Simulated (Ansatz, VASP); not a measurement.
**Two plane-wave programs on TlCrF4**

```
CELL_PARAMETERS angstrom
-3.20287 3.20287 3.57137
3.20287 -3.20287 3.57137
3.20287 3.20287 -3.57137
ATOMIC_POSITIONS crystal
Cr 0.50000 0.50000 0.00000
Tl 0.00000 0.00000 0.00000
F 0.70057 0.70057 0.40115
F 0.29943 0.29943 0.59885
F 0.70057 0.29943 0.00000
F 0.29943 0.70057 0.00000
```

Alike in both runs: task single point; functional PBE; k mesh 4 × 4 × 4; occupations gaussian, width 0.1 eV; collinear spin.

|  | VASP | Ansatz |
| --- | --- | --- |
| version | VASP 6.6.1 | Ansatz 0.2.0 |
| potentials or method | VASP PAW PBE potentials, release 64 (Cr_pv, Tl_d, F), cutoff 520 eV | scalar-relativistic, plane waves, PAW |
| valence electrons in the cell | 53 | 55 |

```csv
,VASP,Ansatz,Ansatz less VASP
gap on the k mesh at the Fermi level (eV),0.35,0.39,+0.034
least direct gap on the mesh (eV),0.35,0.39,+0.034
pressure (GPa),0.3,0.1,-0.14
"traceless stress, the component that is largest in VASP (GPa)",-0.06,0.27,+0.336
rms of the force components (eV/Å),0.071,0.006,-0.0650
net moment per atom (μB),0.50,0.50,0.000
size of the moment on the site where the two differ most (μB),2.74,2.12,-0.617
```

Site moments also hang on the region over which each program counts them. Atom by atom the forces differ by 0.065 eV/Å (rms over components). VASP's potentials hold 53 valence electrons a cell and Ansatz's 55, so a difference there can come from the potentials and not from the codes.

Neither program's run includes spin-orbit coupling.
